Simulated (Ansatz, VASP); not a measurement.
## One calculation of Al, two programs

INCAR

```
ALGO = Normal
EDIFF = 1E-6
ENCUT = 520
GGA = PS
ISIF = 2
ISMEAR = 0
LASPH = T
LCHARG = F
LREAL = F
LWAVE = F
NBANDS = 10
NELM = 60
PREC = Accurate
SIGMA = 0.15
```

KPOINTS

```
k-points
0
Gamma
  18 18 10
```

POSCAR

```
Al
1.0
    2.7300000000      0.0000000000      0.0000000000
   -1.3650000000      2.3642493523      0.0000000000
    0.0000000000      0.0000000000      4.3414000000
Al
2
Direct
    0.6666666667      0.3333333333      0.7500000000
    0.3333333333      0.6666666667      0.2500000000
```

Input for Ansatz:

```yaml
crystal:
  lattice:
    - [2.73, 0.0, 0.0]
    - [-1.365, 2.3642493523, 0.0]
    - [0.0, 0.0, 4.3414]
  atoms:
    - { symbol: Al, position: [0.6666666667, 0.3333333333, 0.75] }
    - { symbol: Al, position: [0.3333333333, 0.6666666667, 0.25] }
basis:
  ecutwfc: 420
kpoints:
  mp_grid: { grid: [18, 18, 10] }
hamiltonian:
  xc: pbesol
  pseudopotentials: { kind: paw, azcp: { folder: soft_1 } }
scf:
  occupations: { method: gaussian, width: 0.15 }
output:
  forces: true
  stress: true
  eigenvalues: true
```

Alike in both runs: task single point; functional PBEsol; k mesh 18 × 18 × 10; occupations gaussian, width 0.15 eV; no spin polarisation.

```csv
,VASP,Ansatz
version,VASP 6.6.1,Ansatz 0.2.0
potentials or method,"VASP PAW PBE potentials, release 64 (Al), cutoff 520 eV","scalar-relativistic, plane waves, PAW"
valence electrons in the cell,6,6
```

Ansatz gave:

* gap on the k mesh at the Fermi level (eV): none
* pressure (GPa): 16.8
* traceless stress, the component that is largest in VASP (GPa): 2.84

What did VASP give for the same quantities?

gap on the k mesh at the Fermi level (eV): none; pressure (GPa): 16.9; traceless stress, the component that is largest in VASP (GPa): 2.86.

VASP's potentials were made for PBE, not for PBEsol, and Ansatz warns of the same on its side. A gap of «none» marks a metal or a gap that the smearing closes.
